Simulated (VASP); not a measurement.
# Rh (P6/mmm) in VASP: further runs

The runs below take Rh through single point, with LDA.

Program: VASP 6.6.1. These are calculated values, not measurements. Logs are shortened: lines on timing, memory, paths and dates and some standing lists are left out, and cuts for length are marked.

### 1 The cell of the first run

It takes space group P6/mmm (No. 191, hexagonal). Conventional cell: a = 4.251 Å, b = 4.251 Å, c = 2.606 Å, α = 90.00°, β = 90.00°, γ = 120.00°. Rh (site symmetry 6/mmm) has 14 Rh at 2.61 to 2.78 Å within 3.4 Å. Within 3.2 Å of Rh (site symmetry -6m2) lie 11 Rh at 2.45 to 2.78 Å.

### 2 Single point, LDA

INCAR

```
SYSTEM = Rh
ALGO     = Normal         ! electronic algorithm
EDIFF    = 1E-6           ! SCF threshold, eV
ENCUT    = 520            ! plane-wave cutoff, eV
ISIF     = 2              ! what is computed and relaxed
ISMEAR   = -1             ! smearing method
LASPH    = .TRUE.         ! aspherical terms in the spheres
LCHARG   = .FALSE.        ! write CHGCAR
LREAL    = .FALSE.        ! projectors in reciprocal space
LWAVE    = .FALSE.        ! write WAVECAR
NBANDS   = 30             ! bands
NELM     = 100            ! most SCF steps
PREC     = Accurate       ! precision mode
SIGMA    = 0.1            ! smearing width, eV
```

KPOINTS

```
k-points
0
G
  9 9 12
  0 0 0
```

POSCAR

```
Rh
1.0
    4.2514787538      0.0000000000      0.0000000000
   -2.1257393769      3.6818886044      0.0000000000
    0.0000000000      0.0000000000      2.6059751062
Rh
3
Direct
    1.0000000000      1.0000000000      0.0000000000
    0.3333333333      0.6666666667      0.5000000000
    0.6666666667      0.3333333333      0.5000000000
```

Potentials or basis: VASP PAW LDA potentials, release 64 (Rh_pv).

Run with:

```bash
cat potpaw_LDA.64/Rh_pv/POTCAR > POTCAR
mpirun -np 1 vasp_std > vasp.out
```

OUTCAR:

```text
SYSTEM = Rh
   EDIFF = 1E-6
   ENCUT = 520
   ISIF = 2
   ISMEAR = -1
   LASPH = .TRUE.
   LREAL = .FALSE.
   NELM = 100
   PREC = Accurate

 ion  position               nearest neighbor table
   1  0.000  0.000  0.000-   2 2.78   3 2.78   2 2.78   3 2.78   2 2.78   2 2.78   3 2.78   3 2.78
                             3 2.78   3 2.78   2 2.78   2 2.78
   2  0.333  0.667  0.500-   3 2.45   3 2.45   3 2.45   1 2.78   1 2.78   1 2.78   1 2.78   1 2.78
                             1 2.78
   3  0.667  0.333  0.500-   2 2.45   2 2.45   2 2.45   1 2.78   1 2.78   1 2.78   1 2.78   1 2.78
                             1 2.78

  LATTYP: Found a hexagonal cell.
 ALAT       =     4.2514787538
 C/A-ratio  =     0.6129573396

  Lattice vectors:

 A1 = (   4.2514787538,   0.0000000000,   0.0000000000)
 A2 = (  -2.1257393769,   3.6818886044,   0.0000000000)
 A3 = (   0.0000000000,   0.0000000000,   2.6059751062)

Analysis of symmetry for initial positions (statically):
=====================================================================
 Subroutine PRICEL returns:
 Original cell was already a primitive cell.

 Routine SETGRP: Setting up the symmetry group for a
 hexagonal supercell.

 Subroutine GETGRP returns: Found 24 space group operations
 (whereof 24 operations were pure point group operations)
 out of a pool of 24 trial point group operations.

The static configuration has the point symmetry D_6h.

Analysis of symmetry for dynamics (positions and initial velocities):
=====================================================================
 Subroutine PRICEL returns:
 Original cell was already a primitive cell.

 Routine SETGRP: Setting up the symmetry group for a
 hexagonal supercell.

 Subroutine GETGRP returns: Found 24 space group operations
 (whereof 24 operations were pure point group operations)
 out of a pool of 24 trial point group operations.

The dynamic configuration has the point symmetry D_6h.

 Subroutine INISYM returns: Found 24 space group operations
 (whereof 24 operations are pure point group operations),
 and found     1 'primitive' translations

----------------------------------------------------------------------------------------

                                     Primitive cell

  volume of cell :      40.7926

  direct lattice vectors                    reciprocal lattice vectors
     4.251478754  0.000000000  0.000000000     0.235212277  0.135799872  0.000000000
    -2.125739377  3.681888604  0.000000000     0.000000000  0.271599743  0.000000000
     0.000000000  0.000000000  2.605975106     0.000000000  0.000000000  0.383733520

  length of vectors
     4.251478754  4.251478754  2.605975106     0.271599743  0.271599743  0.383733520

  position of ions in fractional coordinates (direct lattice)
     0.000000000  0.000000000  0.000000000
     0.333333333  0.666666667  0.500000000
     0.666666667  0.333333333  0.500000000

  ion indices of the primitive-cell ions
   primitive index   ion index
                 1           1
                 2           2
                 3           3

----------------------------------------------------------------------------------------

 KPOINTS: k-points

Automatic generation of k-mesh.
 Grid dimensions read from file:
 generate k-points for:    9    9   12

 Generating k-lattice:

  Cartesian coordinates                     Fractional coordinates (reciprocal lattice)
     0.026134697  0.015088875  0.000000000     0.111111111  0.000000000  0.000000000
     0.000000000  0.030177749  0.000000000     0.000000000  0.111111111  0.000000000
     0.000000000  0.000000000  0.031977793     0.000000000  0.000000000  0.083333333

  Length of vectors
     0.030177749  0.030177749  0.031977793

  Shift w.r.t. Gamma in fractional coordinates (k-lattice)
     0.000000000  0.000000000  0.000000000

 Subroutine IBZKPT returns following result:
 ===========================================

 Found     84 irreducible k-points:

 Following reciprocal coordinates:
            Coordinates               Weight
  0.000000  0.000000  0.000000      1.000000
  0.111111 -0.000000  0.000000      6.000000
  0.222222 -0.000000  0.000000      6.000000
  0.333333  0.000000  0.000000      6.000000
  0.444444 -0.000000  0.000000      6.000000
  0.111111  0.111111  0.000000      6.000000
[... 16 lines left out ...]
  0.333333  0.222222  0.083333     24.000000
  0.333333  0.333333  0.083333      4.000000
 [... further k-points ...]
   k-points           NKPTS =     84   k-points in BZ     NKDIM =     84   number of bands    NBANDS=     30
   number of dos      NEDOS =    301   number of ions     NIONS =      3
   total plane-waves  NPLWV =  20480
   dimension x,y,z NGX =    32 NGY =   32 NGZ =   20
   dimension x,y,z NGXF=    64 NGYF=   64 NGZF=   40
   ions per type =               3
   NGX,Y,Z   is equivalent  to a cutoff of  12.51, 12.51, 12.76 a.u.
   NGXF,Y,Z  is equivalent  to a cutoff of  25.03, 25.03, 25.52 a.u.
 SYSTEM =  Rh
   PREC   = accura    normal or accurate (medium, high low for compatibility)
   ISTART =      0    job   : 0-new  1-cont  2-samecut
   ICHARG =      2    charge: 1-file 2-atom 10-const
   ISPIN  =      1    spin polarized calculation?
   LNONCOLLINEAR =      F non collinear calculations
   LSORBIT =      F    spin-orbit coupling
   LASPH  =      T    aspherical Exc in radial PAW
   ENCUT  =  520.0 eV  38.22 Ry    6.18 a.u.   7.90  7.90  4.85*2*pi/ulx,y,z
   NELM   =    100;   NELMIN=  2; NELMDL= -5     # of ELM steps
   EDIFF  = 0.1E-05   stopping-criterion for ELM
   LREAL  =      F    real-space projection
   EDIFFG = 0.1E-04   stopping-criterion for IOM
   NSW    =      0    number of steps for IOM
   IBRION =     -1    ionic relax: 0-MD 1-quasi-New 2-CG
   NFREE  =      0    steps in history (QN), initial steepest desc. (CG)
   ISIF   =      2    stress and relaxation
   ISYM   =      2    0-nonsym 1-usesym 2-fastsym
   POTIM  = 0.5000    time-step for ionic-motion
   TEBEG  =    0.0;   TEEND  =   0.0 temperature during run
   PSTRESS=    0.0 pullay stress
   NELECT =      45.0000    total number of electrons
   NUPDOWN=      -1.0000    fix difference up-down
   EMIN   =  10.00;   EMAX   =-10.00  energy-range for DOS
   EFERMI =   0.00;   METHOD = LEGACY
   ISMEAR =    -1;   SIGMA  =   0.10  broadening in eV -4-tet -1-fermi 0-gaus
   EFERMI_NEDOS =   21; number of points for ismear=-14 and -15
   IALGO  =     38    algorithm
   IMIX   =      4    mixing-type and parameters
     AMIX     =   0.40;   BMIX     =  1.00
     AMIX_MAG =   1.60;   BMIX_MAG =  1.00
  volume/ion in A,a.u.               =      13.60        91.76
  Fermi-wavevector in a.u.,A,eV,Ry     =   1.691552  3.196570 38.931007  2.861348
  Thomas-Fermi vector in A             =   2.773298
   LORBIT       =      0    0 simple, 1 ext, 2 COOP (PROOUT), +10 PAW based schemes
   GGA     = CA    functional components
   LHFCALC =     F    Hartree Fock is set to
   AEXX    =    0.0000 exact exchange contribution
   IVDW    =     0    specifies the selected vdW correction
   LEPSILON=     F    determine dielectric tensor
   LRPA    =     F    only Hartree local field effects (RPA)
 non-spin polarized calculation
  energy-cutoff  :      520.00
  volume of cell :       40.79
 maximum number of plane-waves:      1140
 NGX is ok and might be reduce to    32
   NGX = 15   NGY = 15   NGZ =  9

 number of electron      45.0000002 magnetization

 Free energy of the ion-electron system (eV)
  ---------------------------------------------------
  ext. energy  EPLUGINS =         0.00000000
  ---------------------------------------------------
  free energy    TOTEN  =       -25.36872684 eV

  energy without entropy =      -25.19250662  energy(sigma->0) =      -25.28061673

 E-fermi :  11.9589     XC(G=0): -14.4044

 val. band max:       11.9497462783   @ k =   0.4444   0.1111   0.5000
 cond. band min:      11.9682653421   @ k =   0.2222  -0.0000   0.0833
 fundamental gap:      0.0185190638
 Fermi energy:        11.9588913242

 k-point     1 :       0.0000    0.0000    0.0000
  band No.  band energies     occupation
      1     -35.0172      2.00000
      2     -35.0172      2.00000
      3     -34.6052      2.00000
      4     -34.6052      2.00000
      5     -34.3420      2.00000
      6     -34.2017      2.00000
[... 22 lines left out ...]
     29      20.6289      0.00000
     30      21.3051      0.00000

 k-point     2 :       0.1111   -0.0000    0.0000
  band No.  band energies     occupation
      1     -35.0361      2.00000
      2     -35.0155      2.00000
      3     -34.5792      2.00000
      4     -34.5757      2.00000
      5     -34.3362      2.00000
      6     -34.2340      2.00000
[... 22 lines left out ...]
     29      22.1482      0.00000
     30      22.4951      0.00000

 k-point     3 :       0.2222   -0.0000    0.0000
  band No.  band energies     occupation
      1     -35.0772      2.00000
      2     -34.9970      2.00000
      3     -34.5169      2.00000
      4     -34.5110      2.00000
      5     -34.3201      2.00000
      6     -34.3198      2.00000
[... 22 lines left out ...]
     29      23.3848      0.00000
     30      24.3189      0.00000

 k-point     4 :       0.3333    0.0000    0.0000
  band No.  band energies     occupation
      1     -35.1163      2.00000
      2     -34.9459      2.00000
      3     -34.4957      2.00000
      4     -34.4426      2.00000
      5     -34.3890      2.00000
      6     -34.2985      2.00000
[... 616 lines left out ...]
     29      23.7357      0.00000
     30      27.4252      0.00000

 k-point    23 :       0.3333    0.2222    0.0833
  band No.  band energies     occupation
      1     -35.1012      2.00000
      2     -34.8646      2.00000
      3     -34.6765      2.00000
      4     -34.3601      2.00000
      5     -34.3491      2.00000
      6     -34.3075      2.00000
[... 22 lines left out ...]
     29      25.4942      0.00000
     30      27.4087      0.00000

 k-point    24 :       0.3333    0.3333    0.0833
  band No.  band energies     occupation
      1     -35.0934      2.00000
      2     -34.7856      2.00000
      3     -34.7856      2.00000
      4     -34.3407      2.00000
      5     -34.3407      2.00000
      6     -34.3053      2.00000
[... 22 lines left out ...]
     29      25.8202      0.00000
     30      25.8202      0.00000

 [... further k-points ...]

------------------------ aborting loop because EDIFF is reached ----------------------------------------

  FORCE on cell =-STRESS in cart. coord.  units (eV):
  Direction    XX          YY          ZZ          XY          YZ          ZX
  --------------------------------------------------------------------------------------
  -------------------------------------------------------------------------------------
  Total        0.2406781      0.2406781      0.1770927      0.0000000      0.0000000      0.0000000
  in kB        9.4529236      9.4529236      6.9555314      0.0000000      0.0000000      0.0000000
  external PRESSURE =       8.6204595 kB  Pullay stress =       0.0000000 kB

 VOLUME and BASIS-vectors are now :
 -----------------------------------------------------------------------------
  energy-cutoff  :      520.00
  volume of cell :       40.79
      direct lattice vectors                 reciprocal lattice vectors
     4.251478754  0.000000000  0.000000000     0.235212277  0.135799872  0.000000000
    -2.125739377  3.681888604  0.000000000     0.000000000  0.271599743  0.000000000
     0.000000000  0.000000000  2.605975106     0.000000000  0.000000000  0.383733520

 POSITION                                       TOTAL-FORCE (eV/Angst)
 -----------------------------------------------------------------------------------
      0.00000      0.00000      0.00000        -0.000000      0.000000      0.000000
     -0.00000      2.45459      1.30299        -0.000000      0.000000      0.000000
      2.12574      1.22730      1.30299         0.000000      0.000000      0.000000
 -----------------------------------------------------------------------------------
    total drift:                               -0.000000      0.000000      0.000000

  FREE ENERGIE OF THE ION-ELECTRON SYSTEM (eV)
  ---------------------------------------------------
  free  energy   TOTEN  =       -25.3687268447 eV

  energy  without entropy=      -25.1925066226  energy(sigma->0) =      -25.28061673
```

It took 26 s on 1 thread of Intel Xeon Platinum 8559C (Emerald Rapids), shared host; peak memory 0.18 GiB.

What came out:

* Free energy: -25.3687 eV
* Pressure: 0.9 GPa

Stress tensor (GPa, compression positive):
```
0.95 0.00 0.00
0.00 0.95 0.00
0.00 0.00 0.70
```

[end of part 1 of 2]
